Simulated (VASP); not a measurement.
Set up this calculation in VASP 6.6.1, as the native input.

```
Task                   : single point
Functional             : r2SCAN
Potentials or basis    : VASP PAW PBE potentials, release 64 (Al, Cu)
Cutoff                 : 520 eV
k mesh                 : 12 × 12 × 12
Occupations            : gaussian, width 0.1 eV
Spin                   : no spin polarisation
Dipole correction      : no
Further INCAR settings : ALGO = Normal; EDIFF = 1e-06; NBANDS = 18
```

Al3Cu:

```
Al Cu
1.0
     3.96540    0.00000    0.00000
     0.00000    3.96540    0.00000
     0.00000    0.00000    3.96540
Al Cu
3 1
Direct
  0.00000 0.50000 0.50000
  0.50000 0.00000 0.50000
  0.50000 0.50000 0.00000
  0.00000 0.00000 0.00000
```

This cell differs from its parent crystal: volume scaled by 1.06.

These files were run (other wordings do the same):

POSCAR

```
Al3Cu
1.0
    3.9653973066      0.0000000000      0.0000000000
    0.0000000000      3.9653973066      0.0000000000
    0.0000000000      0.0000000000      3.9653973066
Al Cu
3 1
Direct
    0.0000000000      0.5000000000      0.5000000000
    0.5000000000      0.0000000000      0.5000000000
    0.5000000000      0.5000000000      0.0000000000
    0.0000000000      0.0000000000      0.0000000000
```

INCAR.step1

```
ALGO     = Normal         # electronic algorithm
EDIFF    = 1E-4           # SCF threshold, eV
ENCUT    = 520            # plane-wave cutoff, eV
GGA      = PE             # functional
ISMEAR   = 0              # smearing method
LASPH    = True           # aspherical terms in the spheres
LCHARG   = False          # write CHGCAR
LREAL    = False          # projectors in reciprocal space
LWAVE    = True           # write WAVECAR
NBANDS   = 18             # bands
NELM     = 80             # most SCF steps
PREC     = Accurate       # precision mode
SIGMA    = 0.1            # smearing width, eV
```

INCAR.step2

```
ALGO     = Normal         # electronic algorithm
EDIFF    = 1E-6           # SCF threshold, eV
ENCUT    = 520            # plane-wave cutoff, eV
ISIF     = 2              # what is computed and relaxed
ISMEAR   = 0              # smearing method
ISTART   = 1            
LASPH    = True           # aspherical terms in the spheres
LCHARG   = False          # write CHGCAR
LMIXTAU  = True         
LREAL    = False          # projectors in reciprocal space
LWAVE    = False          # write WAVECAR
METAGGA  = R2SCAN         # meta-GGA
NBANDS   = 18             # bands
NELM     = 80             # most SCF steps
PREC     = Accurate       # precision mode
SIGMA    = 0.1            # smearing width, eV
```

KPOINTS

```
k-points
0
Gamma
  12 12 12
```

Potentials or basis: VASP PAW PBE potentials, release 64 (Al, Cu).

Command:

```sh
$ cat potpaw_PBE.64/Al/POTCAR potpaw_PBE.64/Cu/POTCAR > POTCAR
$ cp INCAR.step1 INCAR
$ mpirun -np 1 vasp_std > vasp.out
$ cp INCAR.step2 INCAR
$ mpirun -np 1 vasp_std > vasp.out
```

Results of the run:

| Property | Result |
| --- | --- |
| Pressure | -5.6 GPa |
| Band gap on the k mesh | zero (band 10 reaches 10.16 eV, above the bottom of band 11 at 5.92 eV) |

Caveat: the PAW data sets were made with another functional, which shifts forces and pressure a little.

It took 3.8 min on 1 thread of Intel(R) Xeon(R) Platinum 8488C (Sapphire Rapids), with other jobs on the host, peak memory 0.23 GiB.
